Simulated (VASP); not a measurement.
Set up this calculation in VASP 6.6.1, as the native input.

```yaml
Task: single point
Functional: PBE
Potentials_or_basis: VASP PAW PBE potentials, release 64 (W_sv, N)
Cutoff: 520 eV
k_mesh: 4 × 4 × 1
Occupations: gaussian, width 0.1 eV
Spin: no spin polarisation
Dipole_correction: yes
Further_INCAR_settings: LREAL = Auto; ALGO = Normal; EDIFF = 1e-06; NBANDS = 128
```

The structure of W16N lies in POSCAR:

```
W16N
1.0
    6.3673983408      0.0000000000      0.0000000000
    0.0000000000      6.3673983408      0.0000000000
    0.0000000000      0.0000000000     20.1425775155
W N
16 1
Direct
    0.2500000000      0.2500000000      0.1985843171
    0.2500000000      0.7500000000      0.1985843171
    0.7500000000      0.2500000000      0.1985843171
    0.7500000000      0.7500000000      0.1985843171
    0.0000000000      0.0000000000      0.2776134078
    0.0000000000      0.5000000000      0.2776134078
    0.5000000000      0.0000000000      0.2776134078
    0.5000000000      0.5000000000      0.2776134078
    0.2500000000      0.2500000000      0.3599451785
    0.2500000000      0.7500000000      0.3599451785
    0.7500000000      0.2500000000      0.3599451785
    0.7500000000      0.7500000000      0.3599451785
    0.0000000000      0.0000000000      0.4290700884
    0.0000000000      0.5000000000      0.4290700884
    0.5000000000      0.0000000000      0.4290700884
    0.5000000000      0.5000000000      0.4290700884
    0.0000000000      0.1875000000      0.4952457656
```

These files were run (other wordings do the same):

INCAR

```
PREC = Accurate
ENCUT = 520
EDIFF = 1E-6
ISMEAR = 0
SIGMA = 0.1
LREAL = Auto
LASPH = T
NELM = 60
ALGO = Normal
ISIF = 2
LWAVE = F
LCHARG = F
LDIPOL = T
IDIPOL = 3
DIPOL = 0.5 0.5 0.327
GGA = PE
NBANDS = 128
```

KPOINTS

```
regular mesh
0
Gamma
  4 4 1
```

Potentials or basis: VASP PAW PBE potentials, release 64 (W_sv, N).

Launch:

```sh
$ cat potpaw_PBE.64/W_sv/POTCAR potpaw_PBE.64/N/POTCAR > POTCAR
$ mpirun -np 1 vasp_std > vasp.out
```

Results of the run:

| Quantity | Value |
| --- | --- |
| Largest force | 2.674 eV/Å |
| Band gap on the k mesh | zero (an odd number of electrons rules out a gap without spin polarisation) |

Caveat: spin-orbit coupling is left out, which moves the levels of the heavy elements.

It took 36 min on 1 thread of Intel(R) Xeon(R) 6975P-C (Granite Rapids), with other jobs on the host, peak memory 1 GiB.
